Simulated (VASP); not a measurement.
# Tl (I4/mmm) in VASP: further runs, part 2 of 3

VASP 6.6.1.

## (3) Single point, LDA (strain -0.0200 x Voigt [0, 1, 0, 0, 0, 0])

INCAR reads:

```
SYSTEM = Tl
PREC     = Accurate       ! precision mode
ENCUT    = 520            ! plane-wave cutoff, eV
EDIFF    = 1E-6           ! SCF threshold, eV
ISMEAR   = 0              ! smearing method
SIGMA    = 0.15           ! smearing width, eV
LREAL    = .False.        ! projectors in reciprocal space
LASPH    = .True.         ! aspherical terms in the spheres
NELM     = 100            ! most SCF steps
ALGO     = Normal         ! electronic algorithm
ISIF     = 2              ! what is computed and relaxed
LWAVE    = .False.        ! write WAVECAR
LCHARG   = .False.        ! write CHGCAR
NBANDS   = 12             ! bands
```

KPOINTS reads:

```
regular mesh
0
Gamma
  16 16 16
  0 0 0
```

POSCAR reads:

```
Tl
1.0
    0.0000000000      2.4170144083      2.4663412330
    2.4663412330      0.0000000000      2.4663412330
    2.4663412330      2.4170144083      0.0000000000
Tl
1
Direct
    0.0000000000      0.0000000000      0.0000000000
```

Potentials or basis: VASP PAW LDA potentials, release 64 (Tl_d).

The run is started by

```bash
$ cat potpaw_LDA.64/Tl_d/POTCAR > POTCAR
$ mpirun -np 1 vasp_std > vasp.out
```

OUTCAR:

```text
SYSTEM = Tl
   PREC = Accurate
   ENCUT = 520
   EDIFF = 1E-6
   ISMEAR = 0
   LREAL = .False.
   LASPH = .True.
   NELM = 100
   ISIF = 2

 ion  position               nearest neighbor table
   1  0.000  0.000  0.000-

  LATTYP: Found a body centered tetragonal cell.
 ALAT       =     3.4879332211
 C/A-ratio  =     1.3859292911

  Lattice vectors:

 A1 = (   0.0000000000,  -2.4170144083,   2.4663412330)
 A2 = (   0.0000000000,  -2.4170144083,  -2.4663412330)
 A3 = (   2.4663412330,   2.4170144083,   0.0000000000)

Analysis of symmetry for initial positions (statically):
=====================================================================
 Subroutine PRICEL returns:
 Original cell was already a primitive cell.

 Routine SETGRP: Setting up the symmetry group for a
 body centered tetragonal supercell.

 Subroutine GETGRP returns: Found 16 space group operations
 (whereof 16 operations were pure point group operations)
 out of a pool of 16 trial point group operations.

The static configuration has the point symmetry D_4h.

Analysis of symmetry for dynamics (positions and initial velocities):
=====================================================================
 Subroutine PRICEL returns:
 Original cell was already a primitive cell.

 Routine SETGRP: Setting up the symmetry group for a
 body centered tetragonal supercell.

 Subroutine GETGRP returns: Found 16 space group operations
 (whereof 16 operations were pure point group operations)
 out of a pool of 16 trial point group operations.

The dynamic configuration has the point symmetry D_4h.

 Subroutine INISYM returns: Found 16 space group operations
 (whereof 16 operations are pure point group operations),
 and found     1 'primitive' translations

----------------------------------------------------------------------------------------

                                     Primitive cell

  volume of cell :      29.4046

[... 108 lines left out ...]
  Fermi-wavevector in a.u.,A,eV,Ry     =   1.247146  2.356765 21.162149  1.555374
  Thomas-Fermi vector in A             =   2.381292
   LORBIT       =      0    0 simple, 1 ext, 2 COOP (PROOUT), +10 PAW based schemes
   GGA     = CA    functional components
   LHFCALC =     F    Hartree Fock is set to
   AEXX    =    0.0000 exact exchange contribution
   IVDW    =     0    specifies the selected vdW correction
   LEPSILON=     F    determine dielectric tensor
   LRPA    =     F    only Hartree local field effects (RPA)
 non-spin polarized calculation
 Gauss-broadening in eV      SIGMA  =   0.15
  energy-cutoff  :      520.00
  volume of cell :       29.40
 maximum number of plane-waves:       813
 NGX is ok and might be reduce to    28
   NGX = 13   NGY = 13   NGZ = 13

 number of electron      12.9999998 magnetization

 Free energy of the ion-electron system (eV)
  ---------------------------------------------------
  ext. energy  EPLUGINS =         0.00000000
  ---------------------------------------------------
  free energy    TOTEN  =        -2.90373220 eV

  energy without entropy =       -2.89694457  energy(sigma->0) =       -2.90033838

 E-fermi :   5.9569     XC(G=0): -10.3677

 val. band max:        5.9549276272   @ k =  -0.4375   0.3750   0.1250
 cond. band min:       5.9697352828   @ k =   0.3750   0.0625  -0.0000
 fundamental gap:      0.0148076556
 Fermi energy:         5.9568746808

 k-point     1 :       0.0000    0.0000    0.0000
  band No.  band energies     occupation
      1      -5.5388      2.00000
      2      -5.5388      2.00000
      3      -5.4984      2.00000
      4      -5.2827      2.00000
      5      -5.2444      2.00000
      6      -3.8836      2.00000
      7      15.9446      0.00000
      8      15.9965      0.00000
      9      15.9965      0.00000
     10      16.9411      0.00000
     11      20.1148      0.00000
     12      20.8381      0.00000
[... 331 lines left out ...]
 k-point    24 :      -0.0625    0.0625    0.0000
  band No.  band energies     occupation
      1      -5.5382      2.00000
      2      -5.5066      2.00000
      3      -5.4877      2.00000
      4      -5.2824      2.00000
      5      -5.2517      2.00000
      6      -3.6630      2.00000
      7      14.1090      0.00000
      8      14.8368      0.00000
      9      16.1376      0.00000
     10      17.0065      0.00000
     11      20.2381      0.00000
     12      20.8815      0.00000

 [... further k-points ...]
[... 5 lines left out ...]
  --------------------------------------------------------------------------------------
  -------------------------------------------------------------------------------------
  Total       -0.5358479     -0.5228894     -0.5358479      0.0000000      0.0000000      0.0000000
  in kB      -29.1968862    -28.4908120    -29.1968862      0.0000000      0.0000000      0.0000000
  external PRESSURE =     -28.9615282 kB  Pullay stress =       0.0000000 kB

 VOLUME and BASIS-vectors are now :
 -----------------------------------------------------------------------------
  energy-cutoff  :      520.00
  volume of cell :       29.40
      direct lattice vectors                 reciprocal lattice vectors
     0.000000000  2.417014408  2.466341233    -0.202729449  0.206866785  0.202729449
     2.466341233  0.000000000  2.466341233     0.202729449 -0.206866785  0.202729449
     2.466341233  2.417014408  0.000000000     0.202729449  0.206866785 -0.202729449

 POSITION                                       TOTAL-FORCE (eV/Angst)
 -----------------------------------------------------------------------------------
      0.00000      0.00000      0.00000         0.000000      0.000000      0.000000
 -----------------------------------------------------------------------------------
    total drift:                               -0.000000     -0.000000     -0.000000

  FREE ENERGIE OF THE ION-ELECTRON SYSTEM (eV)
  ---------------------------------------------------
  free  energy   TOTEN  =        -2.9037321992 eV

  energy  without entropy=       -2.8969445686  energy(sigma->0) =       -2.90033838
```

OSZICAR:

```text
N       E                     dE             d eps       ncg     rms          rms(c)
DAV:   1     0.503794462834E+02    0.50379E+02   -0.67103E+03  8896   0.938E+02
DAV:   2    -0.232234397135E+01   -0.52702E+02   -0.51658E+02  9460   0.212E+02
DAV:   3    -0.293239773719E+01   -0.61005E+00   -0.60943E+00 10244   0.207E+01
DAV:   4    -0.293521532434E+01   -0.28176E-02   -0.28174E-02  9856   0.163E+00
DAV:   5    -0.293524925577E+01   -0.33931E-04   -0.33931E-04 10276   0.174E-01    0.202E+00
DAV:   6    -0.290897433675E+01    0.26275E-01   -0.41460E-02  9536   0.189E+00    0.144E+00
DAV:   7    -0.290415082679E+01    0.48235E-02   -0.12263E-02  9684   0.999E-01    0.619E-01
DAV:   8    -0.290373124590E+01    0.41958E-03   -0.45790E-04  9920   0.219E-01    0.308E-02
DAV:   9    -0.290373219924E+01   -0.95334E-06   -0.24482E-06  9304   0.180E-02
   1 F= -.29037322E+01 E0= -.29003384E+01  d E =-.678763E-02
```

stdout:

```text
POSCAR found type information on POSCAR Tl
 POSCAR found :  1 types and       1 ions
 scaLAPACK will be used
 LDA part: xc-table for (Slater(with rela. corr.)+CA(PZ))
 , standard interpolation
 POSCAR, INCAR and KPOINTS ok, starting setup
 FFT: planning ... GRIDC
 FFT: planning ... GRID_SOFT
 FFT: planning ... GRID
 WAVECAR not read
 entering main loop
```

Run time: 47 s. Hardware: 1 thread of Intel Xeon Platinum 8488C (Sapphire Rapids), shared host; peak memory 0.23 GiB.

What came out:

| Item | Value |
| --- | --- |
| Free energy | -2.9037 eV |
| Pressure | -2.9 GPa |

Levels at points of the mesh, in eV from the Fermi level:
| k point | band 2 | band 3 | band 4 | band 5 | band 6 | band 7 | band 8 | band 9 | band 10 | band 11 |
| --- | --- | --- | --- | --- | --- | --- | --- | --- | --- | --- |
| (0.00, 0.00, 0.00) | -11.50 | -11.46 | -11.24 | -11.20 | -9.84 | 9.99 | 10.04 | 10.04 | 10.98 | 14.16 |
| (0.50, 0.00, 0.00) | -11.49 | -11.45 | -10.99 | -10.98 | -5.31 | -2.78 | 7.82 | 8.16 | 10.43 | 12.27 |
| (0.50, 0.50, 0.00) | -11.71 | -11.00 | -10.94 | -10.91 | -3.74 | -1.79 | 4.02 | 4.13 | 7.56 | 8.94 |
| (0.50, 0.00, 0.50) | -11.72 | -11.00 | -10.92 | -10.92 | -3.48 | -1.60 | 3.82 | 3.82 | 7.31 | 8.69 |

Caveat: the cell differs from its parent crystal (strain -0.0200 x Voigt [0, 1, 0, 0, 0, 0]); spin-orbit coupling is left out, which moves the levels of the heavy elements.

## (4) Single point, LDA (strain -0.0100 x Voigt [0, 1, 0, 0, 0, 0])

INCAR reads:

```
SYSTEM = Tl
PREC = Accurate
ENCUT = 520
EDIFF = 1E-7
ISMEAR = 0
SIGMA = 0.15
LREAL = .FALSE.
LASPH = .TRUE.
NELM = 100
ALGO = Normal
ISIF = 2
LWAVE = .FALSE.
LCHARG = .TRUE.
GGA = CA
LELF = .TRUE.
LVHAR = .TRUE.
NBANDS = 12
```

KPOINTS reads:

```
regular mesh
0
G
  16 16 16
  0 0 0
```

POSCAR reads:

```
Tl
1.0
    0.0000000000      2.4416778207      2.4663412330
    2.4663412330      0.0000000000      2.4663412330
    2.4663412330      2.4416778207      0.0000000000
Tl
1
Direct
    0.0000000000      0.0000000000      0.0000000000
```

The run is started by

```bash
$ cat potpaw_LDA.64/Tl_d/POTCAR > POTCAR
$ mpirun -np 1 vasp_std > vasp.out
```

Wall time 58 s (1 thread of Intel Xeon Platinum 8488C (Sapphire Rapids), shared host); peak memory 0.23 GiB.

The run converged. Its results:

- Free energy: -2.8982 eV
- Pressure: -3.2 GPa

Levels at points of the mesh, in eV from the Fermi level:
```
           k point  band 2  band 3  band 4  band 5  band 6  band 7  band 8  band 9  band 10  band 11
(0.00, 0.00, 0.00)  -11.48  -11.46  -11.23  -11.21   -9.78    9.91    9.94    9.94    10.96    14.02
(0.50, 0.00, 0.00)  -11.47  -11.46  -11.00  -10.99   -5.32   -2.74    7.84    8.01    10.39    12.19
(0.50, 0.50, 0.00)  -11.70  -11.01  -10.94  -10.93   -3.73   -1.73    3.98    4.03     7.45     8.83
(0.50, 0.00, 0.50)  -11.70  -11.01  -10.93  -10.93   -3.60   -1.64    3.88    3.88     7.33     8.71
```

Caveat: the cell differs from its parent crystal (strain -0.0100 x Voigt [0, 1, 0, 0, 0, 0]); spin-orbit coupling is left out, which moves the levels of the heavy elements.

(Continued in part 3 of 3.)
